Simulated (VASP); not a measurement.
# InSb in VASP: a series of runs

InSb is run at these levels: PBE; tasks: single point, relaxation of the atoms.

All numbers are computed with VASP 6.6.1; they aren't measurements. Logs are shortened: lines on timing, memory, paths and dates and some standing lists are left out, and cuts for length are marked.

### 1 The cell of the first run

It takes space group F-43m (No. 216, cubic). Conventional cell: a = 6.605 Å, b = 6.605 Å, c = 6.605 Å, α = 90.00°, β = 90.00°, γ = 90.00°. In (site symmetry -43m) has 4 Sb at 2.86 Å within 3.8 Å. Within 3.8 Å of Sb (site symmetry -43m) lie 4 In at 2.86 Å.

### 2 Single point, PBE (36.02 Å³/atom)

Input file INCAR:

```
ALGO = Normal
EDIFF = 1E-7
ENCUT = 520
GGA = PE
ISIF = 2
ISMEAR = -1
LASPH = True
LCHARG = False
LREAL = False
LWAVE = False
NBANDS = 16
NELM = 80
PREC = Accurate
SIGMA = 0.05
```

Input file KPOINTS:

```
k-points
0
Gamma
  12 12 12
```

Input file POSCAR:

```
InSb
1.0
    0.0000000000      3.3026278931      3.3026278931
    3.3026278931      0.0000000000      3.3026278931
    3.3026278931      3.3026278931      0.0000000000
In Sb
1 1
Direct
    0.0000000000      0.0000000000      0.0000000000
    0.7500000000      0.7500000000      0.7500000000
```

Potentials or basis: VASP PAW PBE potentials, release 64 (In_d, Sb).

On the command line:

```sh
$ cat potpaw_PBE.64/In_d/POTCAR potpaw_PBE.64/Sb/POTCAR > POTCAR
$ mpirun -np 1 vasp_std > vasp.out
```

OUTCAR:

```text
EDIFF = 1E-7
   ENCUT = 520
   GGA = PE
   ISIF = 2
   ISMEAR = -1
   LASPH = True
   LREAL = False
   NELM = 80
   PREC = Accurate

 ion  position               nearest neighbor table
   1  0.000  0.000  0.000-   2 2.86   2 2.86   2 2.86   2 2.86
   2  0.750  0.750  0.750-   1 2.86   1 2.86   1 2.86   1 2.86

  LATTYP: Found a face centered cubic cell.
 ALAT       =     6.6052557862

  Lattice vectors:

 A1 = (   0.0000000000,   3.3026278931,   3.3026278931)
 A2 = (   3.3026278931,   0.0000000000,   3.3026278931)
 A3 = (   3.3026278931,   3.3026278931,   0.0000000000)

Analysis of symmetry for initial positions (statically):
=====================================================================
 Subroutine PRICEL returns:
 Original cell was already a primitive cell.

 Routine SETGRP: Setting up the symmetry group for a
 face centered cubic supercell.

 Subroutine GETGRP returns: Found 24 space group operations
 (whereof 24 operations were pure point group operations)
 out of a pool of 48 trial point group operations.

The static configuration has the point symmetry T_d .

Analysis of symmetry for dynamics (positions and initial velocities):
=====================================================================
 Subroutine PRICEL returns:
 Original cell was already a primitive cell.

 Routine SETGRP: Setting up the symmetry group for a
 face centered cubic supercell.

 Subroutine GETGRP returns: Found 24 space group operations
 (whereof 24 operations were pure point group operations)
 out of a pool of 48 trial point group operations.

The dynamic configuration has the point symmetry T_d .

 Subroutine INISYM returns: Found 24 space group operations
 (whereof 24 operations are pure point group operations),
 and found     1 'primitive' translations

----------------------------------------------------------------------------------------

                                     Primitive cell

  volume of cell :      72.0458

  direct lattice vectors                    reciprocal lattice vectors
     0.000000000  3.302627893  3.302627893    -0.151394591  0.151394591  0.151394591
     3.302627893  0.000000000  3.302627893     0.151394591 -0.151394591  0.151394591
     3.302627893  3.302627893  0.000000000     0.151394591  0.151394591 -0.151394591

  length of vectors
     4.670621158  4.670621158  4.670621158     0.262223124  0.262223124  0.262223124

  position of ions in fractional coordinates (direct lattice)
     0.000000000  0.000000000  0.000000000
     0.750000000  0.750000000  0.750000000

  ion indices of the primitive-cell ions
   primitive index   ion index
                 1           1
                 2           2

----------------------------------------------------------------------------------------

 KPOINTS: k-points

Automatic generation of k-mesh.
 Grid dimensions read from file:
 generate k-points for:   12   12   12

 Generating k-lattice:

  Cartesian coordinates                     Fractional coordinates (reciprocal lattice)
    -0.012616216  0.012616216  0.012616216     0.083333333  0.000000000  0.000000000
     0.012616216 -0.012616216  0.012616216     0.000000000  0.083333333  0.000000000
     0.012616216  0.012616216 -0.012616216     0.000000000  0.000000000  0.083333333

  Length of vectors
     0.021851927  0.021851927  0.021851927

  Shift w.r.t. Gamma in fractional coordinates (k-lattice)
     0.000000000  0.000000000  0.000000000

 Subroutine IBZKPT returns following result:
 ===========================================

 Found     72 irreducible k-points:

 Following reciprocal coordinates:
            Coordinates               Weight
  0.000000  0.000000  0.000000      1.000000
  0.083333  0.000000  0.000000      8.000000
  0.166667  0.000000  0.000000      8.000000
  0.250000  0.000000  0.000000      8.000000
  0.333333  0.000000  0.000000      8.000000
  0.416667  0.000000  0.000000      8.000000
[... 16 lines left out ...]
  0.500000  0.166667  0.000000     24.000000
 -0.416667  0.166667  0.000000     24.000000
 [... further k-points ...]
   k-points           NKPTS =     72   k-points in BZ     NKDIM =     72   number of bands    NBANDS=     16
   number of dos      NEDOS =    301   number of ions     NIONS =      2
   total plane-waves  NPLWV =  46656
   dimension x,y,z NGX =    36 NGY =   36 NGZ =   36
   dimension x,y,z NGXF=    72 NGYF=   72 NGZF=   72
   ions per type =               1   1
   NGX,Y,Z   is equivalent  to a cutoff of  12.81, 12.81, 12.81 a.u.
   NGXF,Y,Z  is equivalent  to a cutoff of  25.63, 25.63, 25.63 a.u.
 SYSTEM =  unknown system
   PREC   = accura    normal or accurate (medium, high low for compatibility)
   ISTART =      0    job   : 0-new  1-cont  2-samecut
   ICHARG =      2    charge: 1-file 2-atom 10-const
   ISPIN  =      1    spin polarized calculation?
   LNONCOLLINEAR =      F non collinear calculations
   LSORBIT =      F    spin-orbit coupling
   LASPH  =      T    aspherical Exc in radial PAW
   ENCUT  =  520.0 eV  38.22 Ry    6.18 a.u.   8.68  8.68  8.68*2*pi/ulx,y,z
   NELM   =     80;   NELMIN=  2; NELMDL= -5     # of ELM steps
   EDIFF  = 0.1E-06   stopping-criterion for ELM
   LREAL  =      F    real-space projection
   EDIFFG = 0.1E-05   stopping-criterion for IOM
   NSW    =      0    number of steps for IOM
   IBRION =     -1    ionic relax: 0-MD 1-quasi-New 2-CG
   NFREE  =      0    steps in history (QN), initial steepest desc. (CG)
   ISIF   =      2    stress and relaxation
   ISYM   =      2    0-nonsym 1-usesym 2-fastsym
   POTIM  = 0.5000    time-step for ionic-motion
   TEBEG  =    0.0;   TEEND  =   0.0 temperature during run
   PSTRESS=    0.0 pullay stress
   NELECT =      18.0000    total number of electrons
   NUPDOWN=      -1.0000    fix difference up-down
   EMIN   =  10.00;   EMAX   =-10.00  energy-range for DOS
   EFERMI =   0.00;   METHOD = LEGACY
   ISMEAR =    -1;   SIGMA  =   0.05  broadening in eV -4-tet -1-fermi 0-gaus
   EFERMI_NEDOS =   21; number of points for ismear=-14 and -15
   IALGO  =     38    algorithm
   IMIX   =      4    mixing-type and parameters
     AMIX     =   0.40;   BMIX     =  1.00
     AMIX_MAG =   1.60;   BMIX_MAG =  1.00
  volume/ion in A,a.u.               =      36.02       243.09
  Fermi-wavevector in a.u.,A,eV,Ry     =   1.031089  1.948475 14.464951  1.063144
  Thomas-Fermi vector in A             =   2.165219
   LORBIT       =      0    0 simple, 1 ext, 2 COOP (PROOUT), +10 PAW based schemes
   GGA     = PE    functional components
   LHFCALC =     F    Hartree Fock is set to
   AEXX    =    0.0000 exact exchange contribution
   IVDW    =     0    specifies the selected vdW correction
   LEPSILON=     F    determine dielectric tensor
   LRPA    =     F    only Hartree local field effects (RPA)
 non-spin polarized calculation
  energy-cutoff  :      520.00
  volume of cell :       72.05
 maximum number of plane-waves:      1964
   NGX = 17   NGY = 17   NGZ = 17

 number of electron      18.0000006 magnetization

 Free energy of the ion-electron system (eV)
  ---------------------------------------------------
  ext. energy  EPLUGINS =         0.00000000
  ---------------------------------------------------
  free energy    TOTEN  =        -6.95168075 eV

  energy without entropy =       -6.95142761  energy(sigma->0) =       -6.95155418

 E-fermi :   4.6085     XC(G=0):  -8.4401

 val. band max:        4.5115970862   @ k =   0.0000   0.0000   0.0000
 cond. band min:       4.9523716858   @ k =   0.5000   0.0000   0.0000
 fundamental gap:      0.4407745996
 Fermi energy:         4.6085028298

 k-point     1 :       0.0000    0.0000    0.0000
  band No.  band energies     occupation
      1      -9.9796      2.00000
      2      -9.9796      2.00000
      3      -9.9796      2.00000
      4      -9.9096      2.00000
      5      -9.9096      2.00000
      6      -5.8527      2.00000
[... 8 lines left out ...]
     15      12.6753      0.00000
     16      12.6753      0.00000

 k-point     2 :       0.0833    0.0000    0.0000
  band No.  band energies     occupation
      1      -9.9822      2.00000
      2      -9.9785      2.00000
      3      -9.9785      2.00000
      4      -9.9097      2.00000
      5      -9.9097      2.00000
      6      -5.7946      2.00000
[... 8 lines left out ...]
     15      12.2038      0.00000
     16      12.2038      0.00000

 k-point     3 :       0.1667    0.0000    0.0000
  band No.  band energies     occupation
      1      -9.9890      2.00000
      2      -9.9753      2.00000
      3      -9.9753      2.00000
      4      -9.9098      2.00000
      5      -9.9098      2.00000
      6      -5.6251      2.00000
[... 8 lines left out ...]
     15      11.7911      0.00000
     16      11.7911      0.00000

 k-point     4 :       0.2500    0.0000    0.0000
  band No.  band energies     occupation
      1      -9.9983      2.00000
      2      -9.9713      2.00000
      3      -9.9713      2.00000
      4      -9.9097      2.00000
      5      -9.9097      2.00000
      6      -5.3614      2.00000
[... 8 lines left out ...]
     15      11.7556      0.00000
     16      11.7556      0.00000

 k-point     5 :       0.3333    0.0000    0.0000
  band No.  band energies     occupation
      1     -10.0074      2.00000
      2      -9.9677      2.00000
      3      -9.9677      2.00000
      4      -9.9091      2.00000
      5      -9.9091      2.00000
      6      -5.0431      2.00000
[... 8 lines left out ...]
     15      12.1666      0.00000
     16      12.1666      0.00000

 k-point     6 :       0.4167    0.0000    0.0000
  band No.  band energies     occupation
      1     -10.0141      2.00000
      2      -9.9653      2.00000
      3      -9.9653      2.00000
      4      -9.9084      2.00000
      5      -9.9084      2.00000
      6      -4.7534      2.00000
[... 8 lines left out ...]
     15      12.9205      0.00000
     16      12.9205      0.00000

 k-point     7 :       0.5000    0.0000    0.0000
  band No.  band energies     occupation
      1     -10.0166      2.00000
      2      -9.9645      2.00000
      3      -9.9645      2.00000
      4      -9.9081      2.00000
      5      -9.9081      2.00000
      6      -4.6283      2.00000
[... 8 lines left out ...]
     15      13.5421      0.00000
     16      13.5421      0.00000

 k-point     8 :       0.0833    0.0833    0.0000
  band No.  band energies     occupation
      1      -9.9844      2.00000
      2      -9.9774      2.00000
      3      -9.9774      2.00000
      4      -9.9104      2.00000
      5      -9.9091      2.00000
      6      -5.7751      2.00000
[... 8 lines left out ...]
     15      11.6304      0.00000
     16      12.7444      0.00000

 k-point     9 :       0.1667    0.0833    0.0000
  band No.  band energies     occupation
      1      -9.9903      2.00000
      2      -9.9748      2.00000
      3      -9.9742      2.00000
      4      -9.9112      2.00000
      5      -9.9087      2.00000
      6      -5.6424      2.00000
[... 8 lines left out ...]
     15      11.3768      0.00000
     16      12.4503      0.00000
[... 172 lines left out ...]
 k-point    19 :       0.1667    0.1667    0.0000
  band No.  band energies     occupation
      1      -9.9968      2.00000
      2      -9.9710      2.00000
      3      -9.9710      2.00000
      4      -9.9128      2.00000
      5      -9.9077      2.00000
      6      -5.5476      2.00000
[... 8 lines left out ...]
     15      11.7772      0.00000
     16      12.9511      0.00000

 k-point    20 :       0.2500    0.1667    0.0000
  band No.  band energies     occupation
      1     -10.0047      2.00000
      2      -9.9673      2.00000
      3      -9.9668      2.00000
      4      -9.9141      2.00000
      5      -9.9070      2.00000
      6      -5.3493      2.00000
[... 8 lines left out ...]
     15      12.4537      0.00000
     16      12.9052      0.00000

 k-point    21 :       0.3333    0.1667    0.0000
  band No.  band energies     occupation
      1     -10.0123      2.00000
      2      -9.9643      2.00000
      3      -9.9628      2.00000
      4      -9.9145      2.00000
      5      -9.9064      2.00000
      6      -5.0707      2.00000
[... 8 lines left out ...]
     15      12.7389      0.00000
     16      13.0746      0.00000

 k-point    22 :       0.4167    0.1667    0.0000
  band No.  band energies     occupation
      1     -10.0183      2.00000
      2      -9.9622      2.00000
      3      -9.9601      2.00000
      4      -9.9139      2.00000
      5      -9.9064      2.00000
      6      -4.7629      2.00000
[... 8 lines left out ...]
     15      12.9178      0.00000
     16      13.6023      0.00000

 k-point    23 :       0.5000    0.1667    0.0000
  band No.  band energies     occupation
      1     -10.0214      2.00000
      2      -9.9613      2.00000
      3      -9.9591      2.00000
      4      -9.9124      2.00000
      5      -9.9071      2.00000
      6      -4.5259      2.00000
[... 8 lines left out ...]
     15      13.3113      0.00000
     16      13.6297      0.00000

 k-point    24 :      -0.4167    0.1667    0.0000
  band No.  band energies     occupation
      1     -10.0211      2.00000
      2      -9.9613      2.00000
      3      -9.9598      2.00000
      4      -9.9106      2.00000
      5      -9.9086      2.00000
      6      -4.4892      2.00000
[... 8 lines left out ...]
     15      12.6447      0.00000
     16      12.9658      0.00000

 [... further k-points ...]

------------------------ aborting loop because EDIFF is reached ----------------------------------------

  FORCE on cell =-STRESS in cart. coord.  units (eV):
  Direction    XX          YY          ZZ          XY          YZ          ZX
  --------------------------------------------------------------------------------------
  -------------------------------------------------------------------------------------
  Total        0.2211292      0.2211292      0.2211292      0.0000000      0.0000000      0.0000000
  in kB        4.9175385      4.9175385      4.9175385      0.0000000      0.0000000      0.0000000
  external PRESSURE =       4.9175385 kB  Pullay stress =       0.0000000 kB

 VOLUME and BASIS-vectors are now :
 -----------------------------------------------------------------------------
  energy-cutoff  :      520.00
  volume of cell :       72.05
      direct lattice vectors                 reciprocal lattice vectors
     0.000000000  3.302627893  3.302627893    -0.151394591  0.151394591  0.151394591
     3.302627893  0.000000000  3.302627893     0.151394591 -0.151394591  0.151394591
     3.302627893  3.302627893  0.000000000     0.151394591  0.151394591 -0.151394591

 POSITION                                       TOTAL-FORCE (eV/Angst)
 -----------------------------------------------------------------------------------
      0.00000      0.00000      0.00000        -0.000000      0.000000      0.000000
      4.95394      4.95394      4.95394         0.000000     -0.000000     -0.000000
 -----------------------------------------------------------------------------------
    total drift:                                0.000000      0.000000      0.000000

  FREE ENERGIE OF THE ION-ELECTRON SYSTEM (eV)
  ---------------------------------------------------
  free  energy   TOTEN  =        -6.9516807508 eV

  energy  without entropy=       -6.9514276054  energy(sigma->0) =       -6.95155418
```

It took 2.6 min on 1 thread of AMD EPYC, shared host; peak memory 0.22 GiB.

What came out:

| Quantity | Value |
| --- | --- |
| Free energy | -6.9517 eV |
| Pressure | 0.5 GPa |
| Band gap on the k mesh | zero (filled and empty bands touch) |

Caveat: semilocal functionals underestimate gaps, so a narrow gap can read as zero; spin-orbit coupling is left out, which moves the levels of the heavy elements.

[end of part 1 of 2]
